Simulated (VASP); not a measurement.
# Ca (Immm) in VASP: notebook

Runs on Ca. Level: PBEsol. Tasks: relaxation of cell and atoms.

Everything below comes from runs of VASP 6.6.1. Logs are shortened: lines on timing, memory, paths and dates and some standing lists are left out, and cuts for length are marked.

**1. The cell of the first run**

The structure is orthorhombic, space group Immm (No. 71). Conventional cell: a = 4.193 Å, b = 4.203 Å, c = 4.891 Å, α = 90.00°, β = 90.00°, γ = 90.00°. Ca (site symmetry mmm) has 14 Ca at 3.85 to 4.89 Å within 5.0 Å.

**2. Relaxation of cell and atoms, PBEsol, target pressure 2 GPa, at which the enthalpy is minimised**

INCAR reads:

```
PREC = Accurate
ENCUT = 600
EDIFF = 1E-6
ISMEAR = -1
SIGMA = 0.05
LREAL = False
LASPH = True
NELM = 100
ALGO = Normal
ISIF = 3
LWAVE = False
LCHARG = False
GGA = PS
IBRION = 2
NSW = 60
EDIFFG = -0.01
PSTRESS = 20.0
```

KPOINTS reads:

```
Automatic mesh
0
Gamma
  9 9 9
```

POSCAR reads:

```
Ca
1.0
   -2.0964874600      2.1017318100      2.4453524600
    2.0964874600     -2.1017318100      2.4453524600
    2.0964874600      2.1017318100     -2.4453524600
Ca
1
Direct
    0.5000000000      0.5000000000      0.0000000000
```

Potentials or basis: VASP PAW PBE potentials, release 64 (Ca_sv).

On the command line:

```bash
cat potpaw_PBE.64/Ca_sv/POTCAR > POTCAR
mpirun -np 1 vasp_std > vasp.out
```

OUTCAR:

```text
PREC = Accurate
   ENCUT = 600
   EDIFF = 1E-6
   ISMEAR = -1
   LREAL = False
   LASPH = True
   NELM = 100
   ISIF = 3
   GGA = PS
   IBRION = 2
   NSW = 60
   EDIFFG = -0.01
   PSTRESS = 20.0

 ion  position               nearest neighbor table
   1  0.500  0.500  0.000-

  LATTYP: Found a body centered orthorhombic cell.
 ALAT       =     4.1929749200
 B/A-ratio  =     1.0025014936
 C/A-ratio  =     1.1664045250

  Lattice vectors:

 A1 = (  -2.0964874600,   2.1017318100,   2.4453524600)
 A2 = (   2.0964874600,  -2.1017318100,   2.4453524600)
 A3 = (   2.0964874600,   2.1017318100,  -2.4453524600)

Analysis of symmetry for initial positions (statically):
=====================================================================
 Subroutine PRICEL returns:
 Original cell was already a primitive cell.

 Routine SETGRP: Setting up the symmetry group for a
 body centered orthorhombic supercell.

 Subroutine GETGRP returns: Found  8 space group operations
 (whereof  8 operations were pure point group operations)
 out of a pool of  8 trial point group operations.

The static configuration has the point symmetry D_2h.

Analysis of symmetry for dynamics (positions and initial velocities):
=====================================================================
 Subroutine PRICEL returns:
 Original cell was already a primitive cell.

 Routine SETGRP: Setting up the symmetry group for a
 body centered orthorhombic supercell.

 Subroutine GETGRP returns: Found  8 space group operations
 (whereof  8 operations were pure point group operations)
 out of a pool of  8 trial point group operations.

The dynamic configuration has the point symmetry D_2h.

 Subroutine INISYM returns: Found  8 space group operations
 (whereof  8 operations are pure point group operations),
 and found     1 'primitive' translations

----------------------------------------------------------------------------------------

                                     Primitive cell

  volume of cell :      43.0994

  direct lattice vectors                    reciprocal lattice vectors
    -2.096487460  2.101731810  2.445352460     0.000000000  0.237899050  0.204469502
     2.096487460 -2.101731810  2.445352460     0.238494153  0.000000000  0.204469502
     2.096487460  2.101731810 -2.445352460     0.238494153  0.237899050  0.000000000

  length of vectors
     3.846073962  3.846073962  3.846073962     0.313693696  0.314145250  0.336861127

  position of ions in fractional coordinates (direct lattice)
     0.500000000  0.500000000  0.000000000

  ion indices of the primitive-cell ions
   primitive index   ion index
                 1           1

----------------------------------------------------------------------------------------

 KPOINTS: Automatic mesh

Automatic generation of k-mesh.
 Grid dimensions read from file:
 generate k-points for:    9    9    9

 Generating k-lattice:

  Cartesian coordinates                     Fractional coordinates (reciprocal lattice)
     0.000000000  0.026433228  0.022718834     0.111111111 -0.000000000  0.000000000
     0.026499350  0.000000000  0.022718834     0.000000000  0.111111111  0.000000000
     0.026499350  0.026433228  0.000000000     0.000000000 -0.000000000  0.111111111

  Length of vectors
     0.034854855  0.034905028  0.037429014

  Shift w.r.t. Gamma in fractional coordinates (k-lattice)
     0.000000000  0.000000000  0.000000000

 Subroutine IBZKPT returns following result:
 ===========================================

 Found    125 irreducible k-points:

 Following reciprocal coordinates:
            Coordinates               Weight
  0.000000  0.000000  0.000000      1.000000
  0.111111 -0.000000  0.000000      4.000000
  0.222222 -0.000000  0.000000      4.000000
  0.333333 -0.000000  0.000000      4.000000
  0.444444 -0.000000  0.000000      4.000000
  0.000000  0.111111  0.000000      4.000000
[... 16 lines left out ...]
 -0.111111  0.222222  0.000000      8.000000
  0.000000  0.333333  0.000000      4.000000
 [... further k-points ...]
   k-points           NKPTS =    125   k-points in BZ     NKDIM =    125   number of bands    NBANDS=      9
   number of dos      NEDOS =    301   number of ions     NIONS =      1
   total plane-waves  NPLWV =  32768
   dimension x,y,z NGX =    32 NGY =   32 NGZ =   32
   dimension x,y,z NGXF=    64 NGYF=   64 NGZF=   64
   ions per type =               1
   NGX,Y,Z   is equivalent  to a cutoff of  13.83, 13.83, 13.83 a.u.
   NGXF,Y,Z  is equivalent  to a cutoff of  27.66, 27.66, 27.66 a.u.
 SYSTEM =  unknown system
   PREC   = accura    normal or accurate (medium, high low for compatibility)
   ISTART =      0    job   : 0-new  1-cont  2-samecut
   ICHARG =      2    charge: 1-file 2-atom 10-const
   ISPIN  =      1    spin polarized calculation?
   LNONCOLLINEAR =      F non collinear calculations
   LSORBIT =      F    spin-orbit coupling
   LASPH  =      T    aspherical Exc in radial PAW
   ENCUT  =  600.0 eV  44.10 Ry    6.64 a.u.   7.68  7.68  7.68*2*pi/ulx,y,z
   NELM   =    100;   NELMIN=  2; NELMDL= -5     # of ELM steps
   EDIFF  = 0.1E-05   stopping-criterion for ELM
   LREAL  =      F    real-space projection
   EDIFFG = -.1E-01   stopping-criterion for IOM
   NSW    =     60    number of steps for IOM
   IBRION =      2    ionic relax: 0-MD 1-quasi-New 2-CG
   NFREE  =      1    steps in history (QN), initial steepest desc. (CG)
   ISIF   =      3    stress and relaxation
   ISYM   =      2    0-nonsym 1-usesym 2-fastsym
   POTIM  = 0.5000    time-step for ionic-motion
   TEBEG  =    0.0;   TEEND  =   0.0 temperature during run
   PSTRESS=   20.0 pullay stress
   NELECT =      10.0000    total number of electrons
   NUPDOWN=      -1.0000    fix difference up-down
   EMIN   =  10.00;   EMAX   =-10.00  energy-range for DOS
   EFERMI =   0.00;   METHOD = LEGACY
   ISMEAR =    -1;   SIGMA  =   0.05  broadening in eV -4-tet -1-fermi 0-gaus
   EFERMI_NEDOS =   21; number of points for ismear=-14 and -15
   IALGO  =     38    algorithm
   IMIX   =      4    mixing-type and parameters
     AMIX     =   0.40;   BMIX     =  1.00
     AMIX_MAG =   1.60;   BMIX_MAG =  1.00
  volume/ion in A,a.u.               =      43.10       290.85
  Fermi-wavevector in a.u.,A,eV,Ry     =   1.005969  1.901005 13.768730  1.011973
  Thomas-Fermi vector in A             =   2.138682
   LORBIT       =      0    0 simple, 1 ext, 2 COOP (PROOUT), +10 PAW based schemes
   GGA     = PS    functional components
   LHFCALC =     F    Hartree Fock is set to
   AEXX    =    0.0000 exact exchange contribution
   IVDW    =     0    specifies the selected vdW correction
   LEPSILON=     F    determine dielectric tensor
   LRPA    =     F    only Hartree local field effects (RPA)
 conjugate gradient relaxation of ions
 non-spin polarized calculation
  energy-cutoff  :      600.00
  volume of cell :       43.10
 maximum number of plane-waves:      1448
   NGX = 15   NGY = 15   NGZ = 15

--------------------------------------- Ionic step        1  -------------------------------------------

 number of electron      10.0000001 magnetization

 Free energy of the ion-electron system (eV)
  ---------------------------------------------------
  ext. energy  EPLUGINS =         0.00000000
  ---------------------------------------------------
  free energy    TOTEN  =        -2.11901606 eV

  energy without entropy =       -2.10568100  energy(sigma->0) =       -2.11234853

------------------------ aborting loop because EDIFF is reached ----------------------------------------

  FORCE on cell =-STRESS in cart. coord.  units (eV):
  Direction    XX          YY          ZZ          XY          YZ          ZX
  --------------------------------------------------------------------------------------
  -------------------------------------------------------------------------------------
  Total       -0.2895403     -0.2956147     -0.2201130      0.0000000      0.0000000      0.0000000
  in kB      -10.7633784    -10.9891870     -8.1824849      0.0000000      0.0000000      0.0000000
  external PRESSURE =     -29.9783501 kB  Pullay stress =      20.0000000 kB
[... 90 lines left out ...]
  FREE ENERGIE OF THE ION-ELECTRON SYSTEM (eV)
  ---------------------------------------------------
  free  energy   TOTEN  =        -2.1066144984 eV

  energy  without entropy=       -2.0939703937  energy(sigma->0) =       -2.10029245

  enthalpy is  TOTEN    =        -1.6458626072 eV   P V=        0.4607518912

[... ionic steps 4 to 19 ...]

--------------------------------------- Ionic step       20  -------------------------------------------

 number of electron      10.0000001 magnetization

------------------------ aborting loop because EDIFF is reached ----------------------------------------

  FORCE on cell =-STRESS in cart. coord.  units (eV):
  Direction    XX          YY          ZZ          XY          YZ          ZX
  --------------------------------------------------------------------------------------
  -------------------------------------------------------------------------------------
  Total        0.4529002      0.4769058      0.4599384      0.0000000      0.0000000      0.0000000
  in kB       19.6860151     20.7294555     19.9919412      0.0000000      0.0000000      0.0000000
  external PRESSURE =       0.1358039 kB  Pullay stress =      20.0000000 kB
[... 59 lines left out ...]
  enthalpy is  TOTEN    =        -1.6542675879 eV   P V=        0.4608212262

--------------------------------------- Ionic step       22  -------------------------------------------

 number of electron      10.0000001 magnetization

 Free energy of the ion-electron system (eV)
  ---------------------------------------------------
  ext. energy  EPLUGINS =         0.00000000
  ---------------------------------------------------
  free energy    TOTEN  =        -2.11477973 eV

  energy without entropy =       -2.10232788  energy(sigma->0) =       -2.10855381

 E-fermi :   2.4431     XC(G=0):  -8.2490

 val. band max:        2.4183744562   @ k =  -0.4444  -0.4444   0.2222
 cond. band min:       2.4462939009   @ k =   0.1111   0.4444   0.0000
 fundamental gap:      0.0279194448
 Fermi energy:         2.4431469811

 k-point     1 :       0.0000    0.0000    0.0000
  band No.  band energies     occupation
      1     -39.0820      2.00000
      2     -20.0505      2.00000
      3     -20.0504      2.00000
      4     -20.0498      2.00000
      5      -1.8242      2.00000
      6       4.9397      0.00000
      7       4.9429      0.00000
      8       4.9610      0.00000
      9       6.1984      0.00000
[... 265 lines left out ...]
 k-point    24 :       0.0000    0.3333    0.0000
  band No.  band energies     occupation
      1     -39.0625      2.00000
      2     -20.2234      2.00000
      3     -20.0741      2.00000
      4     -20.0726      2.00000
      5       0.0772      2.00000
      6       3.3804      0.00000
      7       4.9696      0.00000
      8       4.9918      0.00000
      9       6.5435      0.00000

 [... further k-points ...]

------------------------ aborting loop because EDIFF is reached ----------------------------------------

  FORCE on cell =-STRESS in cart. coord.  units (eV):
  Direction    XX          YY          ZZ          XY          YZ          ZX
  --------------------------------------------------------------------------------------
  -------------------------------------------------------------------------------------
  Total        0.4533137      0.4558198      0.4562455      0.0000000      0.0000000      0.0000000
  in kB       19.6890467     19.7978978     19.8163885      0.0000000      0.0000000      0.0000000
  external PRESSURE =      -0.2322223 kB  Pullay stress =      20.0000000 kB
[... 16 lines left out ...]
  FREE ENERGIE OF THE ION-ELECTRON SYSTEM (eV)
  ---------------------------------------------------
  free  energy   TOTEN  =        -2.1147797263 eV

  energy  without entropy=       -2.1023278840  energy(sigma->0) =       -2.10855381

  enthalpy is  TOTEN    =        -1.6543067894 eV   P V=        0.4604729369

 reached required accuracy - stopping structural energy minimisation
```

It took 4.1 min on 1 thread of Intel Xeon Platinum 8559C (Emerald Rapids), shared host; peak memory 0.23 GiB.

What came out:

- Free energy: -2.1148 eV
- Relaxed volume: 36.89 Å³/atom
- Relaxed cell: a = 3.734 Å, b = 3.734 Å, c = 3.734 Å, α = 119.86°, β = 119.89°, γ = 90.22°
- Space group after relaxing (to 0.1 Å): Fm-3m (No. 225)
- Energy change on relaxing (the run minimises the enthalpy): +4.2 meV/atom
- Ionic steps: 22
- Pressure after relaxing: 2.0 GPa

The path:
```
step  energy change (eV)  largest force (eV/Å)  pressure (GPa)  volume (Å³)
   1              0.0000                0.0000           -1.00        43.10
   2             -0.0005                0.0000            1.14        38.26
   3              0.0124                0.0000            1.94        36.91
   4              0.0138                0.0000            2.01        36.79
   5              0.0137                0.0000            2.01        36.79
   6              0.0133                0.0000            2.02        36.80
   7              0.0124                0.0000            2.03        36.79
   8              0.0105                0.0000            2.05        36.76
   9              0.0088                0.0000            2.12        36.61
  10              0.0233                0.0000            2.59        35.94
  11              0.0096                0.0000            2.24        36.50
  12              0.0102                0.0000            2.25        36.46
  13              0.0082                0.0000            2.17        36.60
  14              0.0066                0.0000            2.10        36.71
  15              0.0038                0.0000            1.95        36.95
  16              0.0055                0.0000            2.04        36.80
  17              0.0050                0.0000            2.02        36.84
  18              0.0053                0.0000            2.05        36.82
  19              0.0051                0.0000            2.01        36.83
  20              0.0046                0.0000            2.01        36.86
  21              0.0039                0.0000            1.99        36.92
  22              0.0042                0.0000            1.98        36.89
```

Final structure:
```yaml
crystal:
  lattice:
    - [-1.87110, 1.87028, 2.63524]
    - [1.87110, -1.87028, 2.63524]
    - [1.87110, 1.87028, -2.63524]
  atoms:
    - { symbol: Ca, position: [0.50000, 0.50000, 0.00000] }
```

Levels at points of the mesh, in eV from the Fermi level:
| k point | band 3 | band 4 | band 5 | band 6 | band 7 | band 8 |
| --- | --- | --- | --- | --- | --- | --- |
| (0.00, 0.00, 0.00) | -22.49 | -22.49 | -4.27 | 2.50 | 2.50 | 2.52 |

Caveat: the cell is relaxed towards a set pressure, so the run minimises the enthalpy, not the energy; the PAW data sets were made with another functional, which shifts forces and pressure a little.

**3. Relaxation of cell and atoms, PBEsol, target pressure 5 GPa, at which the enthalpy is minimised**

INCAR reads:

```
PREC = Accurate
ENCUT = 600
EDIFF = 1E-7
ISMEAR = -1
SIGMA = 0.05
LREAL = F
LASPH = T
NELM = 80
ALGO = Normal
ISIF = 3
LWAVE = F
LCHARG = F
GGA = PS
IBRION = 2
NSW = 60
EDIFFG = -0.01
PSTRESS = 50.0
```

KPOINTS reads:

```
regular mesh
0
Gamma
  9 9 9
```

POSCAR is that of step 2.

Potentials or basis: VASP PAW PBE potentials, release 64 (Ca_sv).

On the command line:

```bash
cat potpaw_PBE.64/Ca_sv/POTCAR > POTCAR
mpirun -np 1 vasp_std > vasp.out
```

Run time: 96 s. Hardware: 1 thread of Intel Xeon Platinum 8559C (Emerald Rapids), shared host; peak memory 0.22 GiB.

Results (log left out):

| Item | Value |
| --- | --- |
| Free energy | -2.0222 eV |
| Relaxed volume | 32.90 Å³/atom |
| Relaxed cell | a = 3.516 Å, b = 3.516 Å, c = 3.516 Å, α = 114.04°, β = 113.91°, γ = 100.79° |
| Space group after relaxing (to 0.1 Å) | I4/mmm (No. 139) |
| Energy change on relaxing (the run minimises the enthalpy) | +96.8 meV/atom |
| Ionic steps | 5 |
| Pressure after relaxing | 5.0 GPa |
| Band gap on the k mesh | zero (bands 5 and 6 overlap by 0.04 eV) |

Step by step:
```tsv
step	energy change (eV)	largest force (eV/Å)	pressure (GPa)	volume (Å³)
1	0.0000	0.0000	-0.98	43.10
2	0.0704	0.0000	4.18	33.82
3	0.0939	0.0000	4.92	32.99
4	0.0997	0.0000	5.09	32.81
5	0.0968	0.0000	5.01	32.90
```

Final structure:
```
Ca
1.0
    -1.91390    1.91723    2.24138
     1.91390   -1.91723    2.24138
     1.91390    1.91723   -2.24138
Ca
1
Direct
  0.50000 0.50000 0.00000
```

Levels at points of the mesh, in eV from the Fermi level:
```tsv
k point	band 1	band 2	band 3	band 4	band 5	band 6	band 7	band 8	band 9
(0.00, 0.00, 0.00)	-41.32	-22.26	-22.26	-22.24	-4.51	2.43	2.44	3.25	3.34
```

Caveat: the cell is relaxed towards a set pressure, so the run minimises the enthalpy, not the energy; the volume moved by over 15 % at a fixed basis, so the end points are rough; the PAW data sets were made with another functional, which shifts forces and pressure a little.

**4. Relaxation of cell and atoms, PBEsol, target pressure 10 GPa, at which the enthalpy is minimised**

INCAR reads:

```
  ALGO = Fast
  EDIFF = 1E-7
  EDIFFG = -0.01
  ENCUT = 600
  GGA = PS
  IBRION = 2
  ISIF = 3
  ISMEAR = -1
  LASPH = T
  LCHARG = F
  LREAL = F
  LWAVE = F
  NELM = 100
  NSW = 60
  PREC = Accurate
  PSTRESS = 100.0
  SIGMA = 0.05
```

KPOINTS reads:

```
k-points
0
Gamma
  9 9 9
```

POSCAR is that of step 3.

On the command line:

```bash
cat potpaw_PBE.64/Ca_sv/POTCAR > POTCAR
mpirun -np 1 vasp_std > vasp.out
```

Run time: 5.8 min. Hardware: 1 thread of Intel Xeon Platinum 8559C (Emerald Rapids), shared host; peak memory 0.24 GiB.

The run converged. Its results:

- Free energy: -1.8375 eV
- Relaxed volume: 28.70 Å³/atom
- Relaxed cell: a = 3.341 Å, b = 3.341 Å, c = 3.341 Å, α = 109.24°, β = 110.08°, γ = 109.10°
- Space group after relaxing (to 0.1 Å): Im-3m (No. 229)
- Energy change on relaxing (the run minimises the enthalpy): +281.5 meV/atom
- Ionic steps: 11
- Pressure after relaxing: 10.0 GPa
- Band gap on the k mesh: zero (bands 5 and 6 overlap by 0.78 eV)

Step by step:
| step | energy change (eV) | largest force (eV/Å) | pressure (GPa) | volume (Å³) |
| --- | --- | --- | --- | --- |
| 1 | 0.0000 | 0.0000 | -0.98 | 43.10 |
| 2 | 0.3987 | 0.0000 | 12.80 | 27.17 |
| 3 | 0.2884 | 0.0000 | 10.12 | 28.72 |
| 4 | 0.2729 | 0.0000 | 9.73 | 28.97 |
| 5 | 0.2731 | 0.0000 | 9.73 | 28.96 |
| 6 | 0.2738 | 0.0000 | 9.73 | 28.92 |
| 7 | 0.2763 | 0.0000 | 9.79 | 28.84 |
| 8 | 0.2879 | 0.0000 | 10.13 | 28.60 |
| 9 | 0.2928 | 0.0000 | 10.26 | 28.52 |
| 10 | 0.2461 | 0.0000 | 9.08 | 29.29 |
| 11 | 0.2815 | 0.0000 | 9.98 | 28.70 |

Final structure:
```
Ca
1.0
    -1.93432    1.91429    1.93741
     1.93432   -1.91429    1.93741
     1.93432    1.91429   -1.93741
Ca
1
Direct
  0.50000 0.50000 0.00000
```

Levels at points of the mesh, in eV from the Fermi level:
```tsv
k point	band 3	band 4	band 5	band 6	band 7	band 8
(0.00, 0.00, 0.00)	-21.80	-21.80	-4.60	2.83	2.90	2.91
```

Caveat: the cell is relaxed towards a set pressure, so the run minimises the enthalpy, not the energy; the volume moved by over 15 % at a fixed basis, so the end points are rough; the PAW data sets were made with another functional, which shifts forces and pressure a little.

[end of part 1 of 2]

The gap in the log of VASP goes by the Fermi energy; the results here count the filled bands.